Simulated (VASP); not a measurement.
# Ge (Fm-3m) in VASP: single point with r2SCAN

Aim: the single point of Ge with r2SCAN.

Everything below comes from runs of VASP 6.6.1. Logs are shortened: lines on timing, memory, paths and dates and some standing lists are left out, and cuts for length are marked.

## 1. The cell of the first run

It takes space group Fm-3m (No. 225, cubic). Conventional cell: a = 4.107 Å, b = 4.107 Å, c = 4.107 Å, α = 90.00°, β = 90.00°, γ = 90.00°. Ge (site symmetry m-3m) has 12 Ge at 2.90 Å within 3.8 Å.

## 2. Single point, r2SCAN

POSCAR

```
Ge
1.0
    0.0000000000      2.0533280000      2.0533280000
    2.0533280000      0.0000000000      2.0533280000
    2.0533280000      2.0533280000      0.0000000000
Ge
1
Direct
    0.0000000000      0.0000000000      0.0000000000
```

INCAR.step1

```
SYSTEM = Ge
ALGO = Normal ; EDIFF = 1E-4
ENCUT = 520 ; GGA = PE
ISMEAR = -1 ; LASPH = .True.
LCHARG = .False. ; LREAL = .False.
LWAVE = .True. ; NBANDS = 13
NELM = 80 ; PREC = Accurate
SIGMA = 0.1
```

INCAR.step2

```
SYSTEM = Ge
ALGO = Normal ; EDIFF = 1E-6
ENCUT = 520 ; ISIF = 2
ISMEAR = -1 ; ISTART = 1
LASPH = .True. ; LCHARG = .False.
LMIXTAU = .True. ; LREAL = .False.
LWAVE = .False. ; METAGGA = R2SCAN
NBANDS = 13 ; NELM = 80
PREC = Accurate ; SIGMA = 0.1
```

KPOINTS

```
k-points
0
Gamma
  14 14 14
  0 0 0
```

Potentials or basis: VASP PAW PBE potentials, release 64 (Ge_d).

On the command line:

```
$ cat potpaw_PBE.64/Ge_d/POTCAR > POTCAR
$ cp INCAR.step1 INCAR
$ mpirun -np 1 vasp_std > vasp.out
$ cp INCAR.step2 INCAR
$ mpirun -np 1 vasp_std > vasp.out
```

OUTCAR:

```text
SYSTEM = Ge
   EDIFF = 1E-6
   ENCUT = 520
   ISIF = 2
   ISMEAR = -1
   ISTART = 1
   LASPH = .True.
   LREAL = .False.
   METAGGA = R2SCAN
   NELM = 80
   PREC = Accurate

 ion  position               nearest neighbor table
   1  0.000  0.000  0.000-

  LATTYP: Found a face centered cubic cell.
 ALAT       =     4.1066560000

  Lattice vectors:

 A1 = (   0.0000000000,   2.0533280000,   2.0533280000)
 A2 = (   2.0533280000,   0.0000000000,   2.0533280000)
 A3 = (   2.0533280000,   2.0533280000,   0.0000000000)

Analysis of symmetry for initial positions (statically):
=====================================================================
 Subroutine PRICEL returns:
 Original cell was already a primitive cell.

 Routine SETGRP: Setting up the symmetry group for a
 face centered cubic supercell.

 Subroutine GETGRP returns: Found 48 space group operations
 (whereof 48 operations were pure point group operations)
 out of a pool of 48 trial point group operations.

The static configuration has the point symmetry O_h .

Analysis of symmetry for dynamics (positions and initial velocities):
=====================================================================
 Subroutine PRICEL returns:
 Original cell was already a primitive cell.

 Routine SETGRP: Setting up the symmetry group for a
 face centered cubic supercell.

 Subroutine GETGRP returns: Found 48 space group operations
 (whereof 48 operations were pure point group operations)
 out of a pool of 48 trial point group operations.

The dynamic configuration has the point symmetry O_h .

 Subroutine INISYM returns: Found 48 space group operations
 (whereof 48 operations are pure point group operations),
 and found     1 'primitive' translations

----------------------------------------------------------------------------------------

                                     Primitive cell

  volume of cell :      17.3143

  direct lattice vectors                    reciprocal lattice vectors
     0.000000000  2.053328000  2.053328000    -0.243507126  0.243507126  0.243507126
     2.053328000  0.000000000  2.053328000     0.243507126 -0.243507126  0.243507126
     2.053328000  2.053328000  0.000000000     0.243507126  0.243507126 -0.243507126

  length of vectors
     2.903844306  2.903844306  2.903844306     0.421766714  0.421766714  0.421766714

  position of ions in fractional coordinates (direct lattice)
     0.000000000  0.000000000  0.000000000

  ion indices of the primitive-cell ions
   primitive index   ion index
                 1           1

----------------------------------------------------------------------------------------

 KPOINTS: k-points

Automatic generation of k-mesh.
 Grid dimensions read from file:
 generate k-points for:   14   14   14

 Generating k-lattice:

  Cartesian coordinates                     Fractional coordinates (reciprocal lattice)
    -0.017393366  0.017393366  0.017393366     0.071428571  0.000000000  0.000000000
     0.017393366 -0.017393366  0.017393366     0.000000000  0.071428571  0.000000000
     0.017393366  0.017393366 -0.017393366     0.000000000  0.000000000  0.071428571

  Length of vectors
     0.030126194  0.030126194  0.030126194

  Shift w.r.t. Gamma in fractional coordinates (k-lattice)
     0.000000000  0.000000000  0.000000000

 Subroutine IBZKPT returns following result:
 ===========================================

 Found    104 irreducible k-points:

 Following reciprocal coordinates:
            Coordinates               Weight
  0.000000  0.000000  0.000000      1.000000
  0.071429  0.000000  0.000000      8.000000
  0.142857  0.000000  0.000000      8.000000
  0.214286  0.000000  0.000000      8.000000
  0.285714  0.000000  0.000000      8.000000
  0.357143  0.000000  0.000000      8.000000
[... 16 lines left out ...]
  0.214286  0.142857  0.000000     24.000000
  0.285714  0.142857  0.000000     24.000000
 [... further k-points ...]
   k-points           NKPTS =    104   k-points in BZ     NKDIM =    104   number of bands    NBANDS=     13
   number of dos      NEDOS =    301   number of ions     NIONS =      1
   total plane-waves  NPLWV =  13824
   dimension x,y,z NGX =    24 NGY =   24 NGZ =   24
   dimension x,y,z NGXF=    48 NGYF=   48 NGZF=   48
   ions per type =               1
   NGX,Y,Z   is equivalent  to a cutoff of  13.74, 13.74, 13.74 a.u.
   NGXF,Y,Z  is equivalent  to a cutoff of  27.48, 27.48, 27.48 a.u.
 SYSTEM =  Ge
   PREC   = accura    normal or accurate (medium, high low for compatibility)
   ISTART =      1    job   : 0-new  1-cont  2-samecut
   ICHARG =      0    charge: 1-file 2-atom 10-const
   ISPIN  =      1    spin polarized calculation?
   LNONCOLLINEAR =      F non collinear calculations
   LSORBIT =      F    spin-orbit coupling
   LASPH  =      T    aspherical Exc in radial PAW
   ENCUT  =  520.0 eV  38.22 Ry    6.18 a.u.   5.40  5.40  5.40*2*pi/ulx,y,z
   NELM   =     80;   NELMIN=  2; NELMDL=  0     # of ELM steps
   EDIFF  = 0.1E-05   stopping-criterion for ELM
   LREAL  =      F    real-space projection
   EDIFFG = 0.1E-04   stopping-criterion for IOM
   NSW    =      0    number of steps for IOM
   IBRION =     -1    ionic relax: 0-MD 1-quasi-New 2-CG
   NFREE  =      0    steps in history (QN), initial steepest desc. (CG)
   ISIF   =      2    stress and relaxation
   ISYM   =      2    0-nonsym 1-usesym 2-fastsym
   POTIM  = 0.5000    time-step for ionic-motion
   TEBEG  =    0.0;   TEEND  =   0.0 temperature during run
   PSTRESS=    0.0 pullay stress
   NELECT =      14.0000    total number of electrons
   NUPDOWN=      -1.0000    fix difference up-down
   EMIN   =  10.00;   EMAX   =-10.00  energy-range for DOS
   EFERMI =   0.00;   METHOD = LEGACY
   ISMEAR =    -1;   SIGMA  =   0.10  broadening in eV -4-tet -1-fermi 0-gaus
   EFERMI_NEDOS =   21; number of points for ismear=-14 and -15
   IALGO  =     38    algorithm
   IMIX   =      4    mixing-type and parameters
     AMIX     =   0.40;   BMIX     =  1.00
     AMIX_MAG =   1.60;   BMIX_MAG =  1.00
  volume/ion in A,a.u.               =      17.31       116.84
  Fermi-wavevector in a.u.,A,eV,Ry     =   1.525162  2.882137 31.648753  2.326118
  Thomas-Fermi vector in A             =   2.633370
   LORBIT       =      0    0 simple, 1 ext, 2 COOP (PROOUT), +10 PAW based schemes
   METAGGA = R2SCAN    functional components
   LHFCALC =     F    Hartree Fock is set to
   AEXX    =    0.0000 exact exchange contribution
   IVDW    =     0    specifies the selected vdW correction
   LEPSILON=     F    determine dielectric tensor
   LRPA    =     F    only Hartree local field effects (RPA)
 non-spin polarized calculation
  energy-cutoff  :      520.00
  volume of cell :       17.31
 maximum number of plane-waves:       487
 NGX is ok and might be reduce to    24
   NGX = 11   NGY = 11   NGZ = 11

 number of electron      14.0000006 magnetization

 Free energy of the ion-electron system (eV)
  ---------------------------------------------------
  ext. energy  EPLUGINS =         0.00000000
  ---------------------------------------------------
  free energy    TOTEN  =       -13.26065509 eV

  energy without entropy =      -13.24465914  energy(sigma->0) =      -13.25265711

 E-fermi :   7.7609     XC(G=0): -12.9769

 val. band max:        7.7347958507   @ k =  -0.4286   0.4286   0.1429
 cond. band min:       7.8860098330   @ k =   0.5000   0.3571   0.0000
 fundamental gap:      0.1512139824
 Fermi energy:         7.7609291898

 k-point     1 :       0.0000    0.0000    0.0000
  band No.  band energies     occupation
      1     -17.8631      2.00000
      2     -17.8631      2.00000
      3     -17.8631      2.00000
      4     -17.7936      2.00000
      5     -17.7936      2.00000
      6      -7.0073      2.00000
      7      18.0991      0.00000
      8      18.0993      0.00000
      9      18.0993      0.00000
     10      23.0215      0.00000
     11      23.0215      0.00000
     12      23.0216      0.00000
     13      23.9555      0.00000

 k-point     2 :       0.0714    0.0000    0.0000
  band No.  band energies     occupation
      1     -17.8633      2.00000
      2     -17.8594      2.00000
      3     -17.8594      2.00000
      4     -17.7939      2.00000
      5     -17.7939      2.00000
      6      -6.8631      2.00000
      7      16.5772      0.00000
      8      17.8397      0.00000
      9      17.8399      0.00000
     10      22.1590      0.00000
     11      23.4592      0.00000
     12      23.4593      0.00000
     13      26.1352      0.00000

 k-point     3 :       0.1429    0.0000    0.0000
  band No.  band energies     occupation
      1     -17.8640      2.00000
      2     -17.8511      2.00000
      3     -17.8510      2.00000
      4     -17.7927      2.00000
      5     -17.7927      2.00000
      6      -6.4302      2.00000
      7      13.6582      0.00000
      8      17.2778      0.00000
      9      17.2780      0.00000
     10      21.6724      0.00000
     11      24.3587      0.00000
     12      24.3587      0.00000
     13      27.4845      0.00000

 k-point     4 :       0.2143    0.0000    0.0000
  band No.  band energies     occupation
      1     -17.8656      2.00000
      2     -17.8455      2.00000
      3     -17.8455      2.00000
      4     -17.7844      2.00000
      5     -17.7844      2.00000
      6      -5.7081      2.00000
      7      10.5952      0.00000
      8      16.6950      0.00000
      9      16.6952      0.00000
     10      21.3756      0.00000
     11      24.2881      0.00000
     12      24.2881      0.00000
     13      26.6572      0.00000

 k-point     5 :       0.2857    0.0000    0.0000
  band No.  band energies     occupation
      1     -17.8683      2.00000
      2     -17.8469      2.00000
      3     -17.8469      2.00000
      4     -17.7673      2.00000
      5     -17.7673      2.00000
      6      -4.6987      2.00000
      7       7.6794      1.38662
      8      16.2166      0.00000
      9      16.2167      0.00000
     10      21.2378      0.00000
     11      23.2562      0.00000
     12      23.2562      0.00000
     13      25.3183      0.00000
[... 257 lines left out ...]
 k-point    22 :       0.1429    0.1429    0.0000
  band No.  band energies     occupation
      1     -17.8789      2.00000
      2     -17.8358      2.00000
      3     -17.8358      2.00000
      4     -17.8101      2.00000
      5     -17.7824      2.00000
      6      -6.2379      2.00000
      7      15.3685      0.00000
      8      15.3686      0.00000
      9      15.9455      0.00000
     10      19.1493      0.00000
     11      22.8159      0.00000
     12      26.8906      0.00000
     13      26.8906      0.00000

 k-point    23 :       0.2143    0.1429    0.0000
  band No.  band energies     occupation
      1     -17.8838      2.00000
      2     -17.8280      2.00000
      3     -17.8244      2.00000
      4     -17.8125      2.00000
      5     -17.7748      2.00000
      6      -5.7084      2.00000
      7      12.9149      0.00000
      8      14.5986      0.00000
      9      15.6557      0.00000
     10      19.1256      0.00000
     11      21.3849      0.00000
     12      27.2961      0.00000
     13      27.9758      0.00000

 k-point    24 :       0.2857    0.1429    0.0000
  band No.  band energies     occupation
      1     -17.8842      2.00000
      2     -17.8346      2.00000
      3     -17.8205      2.00000
      4     -17.7992      2.00000
      5     -17.7601      2.00000
      6      -4.8904      2.00000
      7      10.0007      0.00000
      8      14.0573      0.00000
      9      14.8948      0.00000
     10      19.0791      0.00000
     11      21.7158      0.00000
     12      27.1304      0.00000
     13      27.4074      0.00000

 [... further k-points ...]

------------------------ aborting loop because EDIFF is reached ----------------------------------------

  FORCE on cell =-STRESS in cart. coord.  units (eV):
  Direction    XX          YY          ZZ          XY          YZ          ZX
  --------------------------------------------------------------------------------------
  -------------------------------------------------------------------------------------
  Total        0.8118614      0.8118614      0.8118614      0.0000000      0.0000000     -0.0000000
  in kB       75.1255246     75.1255246     75.1255246      0.0000000      0.0000000     -0.0000000
  external PRESSURE =      75.1255246 kB  Pullay stress =       0.0000000 kB

 VOLUME and BASIS-vectors are now :
 -----------------------------------------------------------------------------
  energy-cutoff  :      520.00
  volume of cell :       17.31
      direct lattice vectors                 reciprocal lattice vectors
     0.000000000  2.053328000  2.053328000    -0.243507126  0.243507126  0.243507126
     2.053328000  0.000000000  2.053328000     0.243507126 -0.243507126  0.243507126
     2.053328000  2.053328000  0.000000000     0.243507126  0.243507126 -0.243507126

 POSITION                                       TOTAL-FORCE (eV/Angst)
 -----------------------------------------------------------------------------------
      0.00000      0.00000      0.00000         0.000000      0.000000      0.000000
 -----------------------------------------------------------------------------------
    total drift:                                0.000000      0.000000      0.000000

  FREE ENERGIE OF THE ION-ELECTRON SYSTEM (eV)
  ---------------------------------------------------
  free  energy   TOTEN  =       -13.2606550879 eV

  energy  without entropy=      -13.2446591363  energy(sigma->0) =      -13.25265711
```

Wall time 30 s (1 thread of Intel Xeon 6975P-C, shared host); peak memory 0.16 GiB.

Results:

```yaml
Free_energy: -13.2607 eV
Pressure: 7.5 GPa
Band_gap_on_the_k_mesh: zero (band 7 reaches 18.10 eV, above the bottom of band 8 at 5.00 eV)
```

Caveat: the PAW data sets were made with another functional, which shifts forces and pressure a little.
